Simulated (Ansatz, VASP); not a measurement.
One calculation of ReP2, two programs

```
CELL_PARAMETERS angstrom
2.97233 0.00000 0.00000
0.00000 2.97233 0.00000
0.00000 0.00000 5.66294
ATOMIC_POSITIONS crystal
Re 0.00000 0.00000 0.00000
P 0.50000 0.50000 0.72860
P 0.50000 0.50000 0.27140
```

Change from the starting cell: species swapped into the FeSi2 type (P4/mmm, No. 123).

Alike in both runs: task single point; functional PBE; k mesh 6 × 6 × 4; occupations gaussian, width 0.1 eV; no spin polarisation.

```csv
,VASP,Ansatz
version,VASP 6.6.1,Ansatz 0.2.0
potentials or method,"VASP PAW PBE potentials, release 64 (Re, P), cutoff 520 eV","scalar-relativistic, plane waves, PAW"
valence electrons in the cell,17,25
```

Ansatz gave:

* gap on the k mesh at the Fermi level (eV): none
* pressure (GPa): -9.2
* traceless stress, the component that is largest in VASP (GPa): -7.10
* rms of the force components (eV/Å): 1.025

Question: Estimate VASP's values.

Answer: gap on the k mesh at the Fermi level (eV): none; pressure (GPa): -9.0; traceless stress, the component that is largest in VASP (GPa): -6.77; rms of the force components (eV/Å): 1.026.

Atom by atom the forces differ by 0.000 eV/Å (rms over components). A gap of «none» marks a metal or a gap that the smearing closes. The functional is the same, so the differences come from potentials, cutoffs and numerics. VASP's potentials hold 17 valence electrons a cell and Ansatz's 25, so a difference there can come from the potentials and not from the codes.

Neither program's run includes spin-orbit coupling.
